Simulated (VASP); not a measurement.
# ZrC (P-6m2) in VASP: notebook

Runs on ZrC. Level: PBE. Tasks: single point, relaxation of cell and atoms.

Program: VASP 6.6.1. These are calculated values, not measurements. Logs are shortened: lines on timing, memory, paths and dates and some standing lists are left out, and cuts for length are marked.

## Step 1: The cell of the first run

Symmetry: P-6m2, No. 187, hexagonal system. The conventional cell has a = 3.056 Å, b = 3.056 Å, c = 2.975 Å, α = 90.00°, β = 90.00°, γ = 120.00°. Within 3.1 Å of Zr (site symmetry -6m2) lie 6 C at 2.31 Å and 8 Zr at 2.98 to 3.06 Å. Within 3.1 Å of C (site symmetry -6m2) lie 6 Zr at 2.31 Å and 8 C at 2.98 to 3.06 Å.

## Step 2: Single point, PBE

INCAR reads:

```
SYSTEM = ZrC
PREC = Accurate ; ENCUT = 520
EDIFF = 1E-6 ; ISMEAR = 0
SIGMA = 0.1 ; LREAL = .FALSE.
LASPH = .TRUE. ; NELM = 80
ALGO = Normal ; ISIF = 2
LWAVE = .FALSE. ; LCHARG = .FALSE.
GGA = PE ; NBANDS = 15
```

KPOINTS reads:

```
regular mesh
0
G
  6 6 6
  0 0 0
```

POSCAR reads:

```
ZrC
1.0
    3.0561114900      0.0000000000      0.0000000000
   -1.5280557400      2.6466701800      0.0000000000
    0.0000000000      0.0000000000      2.9752619200
Zr C
1 1
Direct
    0.0000000000      0.0000000000      0.0000000000
    0.6666666700      0.3333333300      0.5000000000
```

Potentials or basis: VASP PAW PBE potentials, release 64 (Zr_sv, C).

The run is started by

```bash
$ cat potpaw_PBE.64/Zr_sv/POTCAR potpaw_PBE.64/C/POTCAR > POTCAR
$ mpirun -np 1 vasp_std > vasp.out
```

OUTCAR:

```text
SYSTEM = ZrC
   PREC = Accurate
   ENCUT = 520
   EDIFF = 1E-6
   ISMEAR = 0
   LREAL = .FALSE.
   LASPH = .TRUE.
   NELM = 80
   ISIF = 2
   GGA = PE

 ion  position               nearest neighbor table
   1  0.000  0.000  0.000-   2 2.31   2 2.31   2 2.31   2 2.31   2 2.31   2 2.31
   2  0.667  0.333  0.500-   1 2.31   1 2.31   1 2.31   1 2.31   1 2.31   1 2.31

  LATTYP: Found a hexagonal cell.
 ALAT       =     3.0561114900
 C/A-ratio  =     0.9735449540

  Lattice vectors:

 A1 = (   3.0561114900,   0.0000000000,   0.0000000000)
 A2 = (  -1.5280557400,   2.6466701800,   0.0000000000)
 A3 = (   0.0000000000,   0.0000000000,   2.9752619200)

Analysis of symmetry for initial positions (statically):
=====================================================================
 Subroutine PRICEL returns:
 Original cell was already a primitive cell.

 Routine SETGRP: Setting up the symmetry group for a
 hexagonal supercell.

 Subroutine GETGRP returns: Found 12 space group operations
 (whereof 12 operations were pure point group operations)
 out of a pool of 24 trial point group operations.

The static configuration has the point symmetry D_3h.

Analysis of symmetry for dynamics (positions and initial velocities):
=====================================================================
 Subroutine PRICEL returns:
 Original cell was already a primitive cell.

 Routine SETGRP: Setting up the symmetry group for a
 hexagonal supercell.

 Subroutine GETGRP returns: Found 12 space group operations
 (whereof 12 operations were pure point group operations)
 out of a pool of 24 trial point group operations.

The dynamic configuration has the point symmetry D_3h.

 Subroutine INISYM returns: Found 12 space group operations
 (whereof 12 operations are pure point group operations),
 and found     1 'primitive' translations

----------------------------------------------------------------------------------------

                                     Primitive cell

  volume of cell :      24.0655

  direct lattice vectors                    reciprocal lattice vectors
     3.056111490  0.000000000  0.000000000     0.327213193  0.188916625  0.000000000
    -1.528055740  2.646670180  0.000000000     0.000000000  0.377833252  0.000000000
     0.000000000  0.000000000  2.975261920     0.000000000  0.000000000  0.336104863

  length of vectors
     3.056111490  3.056111481  2.975261920     0.377833251  0.377833252  0.336104863
[... 85 lines left out ...]
   IBRION =     -1    ionic relax: 0-MD 1-quasi-New 2-CG
   NFREE  =      0    steps in history (QN), initial steepest desc. (CG)
   ISIF   =      2    stress and relaxation
   ISYM   =      2    0-nonsym 1-usesym 2-fastsym
   POTIM  = 0.5000    time-step for ionic-motion
   TEBEG  =    0.0;   TEEND  =   0.0 temperature during run
   PSTRESS=    0.0 pullay stress
   NELECT =      16.0000    total number of electrons
   NUPDOWN=      -1.0000    fix difference up-down
   EMIN   =  10.00;   EMAX   =-10.00  energy-range for DOS
   EFERMI =   0.00;   METHOD = LEGACY
   ISMEAR =     0;   SIGMA  =   0.10  broadening in eV -4-tet -1-fermi 0-gaus
   EFERMI_NEDOS =   21; number of points for ismear=-14 and -15
   IALGO  =     38    algorithm
   IMIX   =      4    mixing-type and parameters
     AMIX     =   0.40;   BMIX     =  1.00
     AMIX_MAG =   1.60;   BMIX_MAG =  1.00
  volume/ion in A,a.u.               =      12.03        81.20
  Fermi-wavevector in a.u.,A,eV,Ry     =   1.428839  2.700115 27.777410  2.041582
  Thomas-Fermi vector in A             =   2.548858
   LORBIT       =      0    0 simple, 1 ext, 2 COOP (PROOUT), +10 PAW based schemes
   GGA     = PE    functional components
   LHFCALC =     F    Hartree Fock is set to
   AEXX    =    0.0000 exact exchange contribution
   IVDW    =     0    specifies the selected vdW correction
   LEPSILON=     F    determine dielectric tensor
   LRPA    =     F    only Hartree local field effects (RPA)
 non-spin polarized calculation
 Gauss-broadening in eV      SIGMA  =   0.10
  energy-cutoff  :      520.00
  volume of cell :       24.07
 maximum number of plane-waves:       660
 NGX is ok and might be reduce to    24
   NGX = 11   NGY = 11   NGZ = 11

 number of electron      16.0000000 magnetization

 Free energy of the ion-electron system (eV)
  ---------------------------------------------------
  ext. energy  EPLUGINS =         0.00000000
  ---------------------------------------------------
  free energy    TOTEN  =       -17.65941390 eV

  energy without entropy =      -17.65711954  energy(sigma->0) =      -17.65826672

 E-fermi :  10.3556     XC(G=0): -12.4655

 val. band max:       10.3349801396   @ k =   0.0000   0.0000   0.5000
 cond. band min:      10.3585645704   @ k =   0.1667   0.1667   0.0000
 fundamental gap:      0.0235844308
 Fermi energy:        10.3555574555

 k-point     1 :       0.0000    0.0000    0.0000
  band No.  band energies     occupation
      1     -37.4514      2.00000
      2     -15.0467      2.00000
      3     -15.0467      2.00000
      4     -14.9158      2.00000
      5      -0.9488      2.00000
      6       8.8216      2.00000
      7       9.0757      2.00000
      8       9.0757      2.00000
      9      11.7121      0.00000
     10      16.2224      0.00000
     11      16.2224      0.00000
     12      16.9746      0.00000
     13      17.0527      0.00000
     14      17.0527      0.00000
[... 401 lines left out ...]
      2     -15.8734      2.00000
      3     -15.8682      2.00000
      4     -15.1394      2.00000
      5       1.2494      2.00000
      6       6.5350      2.00000
      7       8.6322      2.00000
      8       8.6695      2.00000
      9      11.4786      0.00000
     10      15.2690      0.00000
     11      17.1868      0.00000
     12      17.8319      0.00000
     13      19.4771      0.00000
     14      23.9942      0.00000
     15      24.6886      0.00000

 [... further k-points ...]
[... 5 lines left out ...]
  --------------------------------------------------------------------------------------
  -------------------------------------------------------------------------------------
  Total        5.5884443      5.5884443      0.8854207      0.0000000     -0.0000000      0.0000000
  in kB      372.0551222    372.0551202     58.9475861      0.0000007     -0.0000000      0.0000000
  external PRESSURE =     267.6859429 kB  Pullay stress =       0.0000000 kB

 VOLUME and BASIS-vectors are now :
 -----------------------------------------------------------------------------
  energy-cutoff  :      520.00
  volume of cell :       24.07
      direct lattice vectors                 reciprocal lattice vectors
     3.056111490  0.000000000  0.000000000     0.327213193  0.188916625  0.000000000
    -1.528055740  2.646670180  0.000000000     0.000000000  0.377833252  0.000000000
     0.000000000  0.000000000  2.975261920     0.000000000  0.000000000  0.336104863

 POSITION                                       TOTAL-FORCE (eV/Angst)
 -----------------------------------------------------------------------------------
      0.00000      0.00000      0.00000        -0.000000      0.000000      0.000000
      1.52806      0.88222      1.48763         0.000000     -0.000000      0.000000
 -----------------------------------------------------------------------------------
    total drift:                               -0.000004      0.000002     -0.000000

  FREE ENERGIE OF THE ION-ELECTRON SYSTEM (eV)
  ---------------------------------------------------
  free  energy   TOTEN  =       -17.6594138959 eV

  energy  without entropy=      -17.6571195384  energy(sigma->0) =      -17.65826672
```

OSZICAR:

```text
N       E                     dE             d eps       ncg     rms          rms(c)
DAV:   1     0.102384883788E+03    0.10238E+03   -0.88288E+03   840   0.109E+03
DAV:   2    -0.173344320413E+02   -0.11972E+03   -0.11103E+03  1085   0.289E+02
DAV:   3    -0.214971150205E+02   -0.41627E+01   -0.41291E+01  1224   0.484E+01
DAV:   4    -0.215616594754E+02   -0.64544E-01   -0.64533E-01  1056   0.561E+00
DAV:   5    -0.215625579714E+02   -0.89850E-03   -0.89849E-03  1200   0.513E-01    0.232E+01
DAV:   6    -0.178209473560E+02    0.37416E+01   -0.72502E+00   994   0.245E+01    0.791E+00
DAV:   7    -0.176718896996E+02    0.14906E+00   -0.68667E-01   932   0.711E+00    0.747E+00
DAV:   8    -0.176819150228E+02   -0.10025E-01   -0.24676E-01  1113   0.429E+00    0.546E+00
DAV:   9    -0.176594925722E+02    0.22422E-01   -0.46028E-02  1008   0.175E+00    0.340E-01
DAV:  10    -0.176594253579E+02    0.67214E-04   -0.18178E-03  1069   0.403E-01    0.603E-02
DAV:  11    -0.176594152546E+02    0.10103E-04   -0.72294E-05   987   0.820E-02    0.167E-02
DAV:  12    -0.176594137307E+02    0.15239E-05   -0.31668E-06  1138   0.170E-02    0.397E-03
DAV:  13    -0.176594138959E+02   -0.16520E-06   -0.14226E-07   623   0.360E-03
   1 F= -.17659414E+02 E0= -.17658267E+02  d E =-.229436E-02
```

stdout:

```text
POSCAR found type information on POSCAR ZrC
 POSCAR found :  2 types and       2 ions
 scaLAPACK will be used
 LDA part: xc-table for (Slater+PW92), standard interpolation
 POSCAR, INCAR and KPOINTS ok, starting setup
 FFT: planning ... GRIDC
 FFT: planning ... GRID_SOFT
 FFT: planning ... GRID
 WAVECAR not read
 entering main loop
```

Wall time 8.1 s (1 thread of Intel Xeon Platinum 8259CL at 2.50GHz (Skylake/Cascade Lake), shared host); peak memory 0.14 GiB.

Results:

| Item | Value |
| --- | --- |
| Free energy | -17.6594 eV |
| Pressure | 26.8 GPa |
| Band gap on the k mesh | zero (band 8 reaches 10.82 eV, above the bottom of band 9 at 10.36 eV) |

Caveat: the k points lie up to 0.40 Å⁻¹ apart.

## Step 3: Single point, PBE

This run uses another cell than the first one, of 13.63 Å³/atom, 1.133 times its volume.

INCAR reads:

```
PREC = Accurate
ENCUT = 520
EDIFF = 1E-6
ISMEAR = 0
SIGMA = 0.1
LREAL = False
LASPH = True
NELM = 100
ALGO = Normal
ISIF = 2
LWAVE = False
LCHARG = True
GGA = PE
LELF = True
LVHAR = True
NBANDS = 15
```

KPOINTS reads:

```
regular mesh
0
Gamma
  6 6 6
```

POSCAR reads:

```
ZrC
1.0
    3.2843461673     -0.0000000031      0.0000000000
   -1.6421730810      2.8443272173      0.0000000000
    0.0000000000      0.0000000000      2.9189114455
Zr C
1 1
Direct
    0.0000000000      0.0000000000      0.0000000000
    0.6666666667      0.3333333333      0.5000000000
```

Potentials or basis: VASP PAW PBE potentials, release 64 (Zr_sv, C).

The run is started by

```bash
$ cat potpaw_PBE.64/Zr_sv/POTCAR potpaw_PBE.64/C/POTCAR > POTCAR
$ mpirun -np 1 vasp_std > vasp.out
```

It took 9.9 s on 1 thread of Intel Xeon Platinum 8259CL at 2.50GHz (Skylake/Cascade Lake), shared host; peak memory 0.14 GiB.

The run converged. Its results:

* Free energy: -18.0189 eV
* Pressure: 0.1 GPa
* Band gap on the k mesh: zero (band 8 reaches 9.23 eV, above the bottom of band 9 at 8.93 eV)

Stress tensor (GPa, compression positive):
```
0.05 0.00 0.00
0.00 0.05 0.00
0.00 0.00 0.29
```

Levels at points of the mesh, in eV from the Fermi level:
```tsv
k point	band 6	band 7	band 8	band 9	band 10	band 11
(0.00, 0.00, 0.00)	-1.58	-1.58	-1.17	1.85	5.18	5.34
(0.50, 0.00, 0.00)	-4.01	-0.78	-0.37	0.38	4.76	5.08
(0.00, 0.00, 0.50)	-4.91	-0.56	-0.56	1.80	1.80	4.81
(0.50, 0.00, 0.50)	-3.51	-2.26	-1.96	2.11	5.43	6.53
```

Caveat: the k points lie up to 0.37 Å⁻¹ apart.

(Part 1 of 2 ends here.)
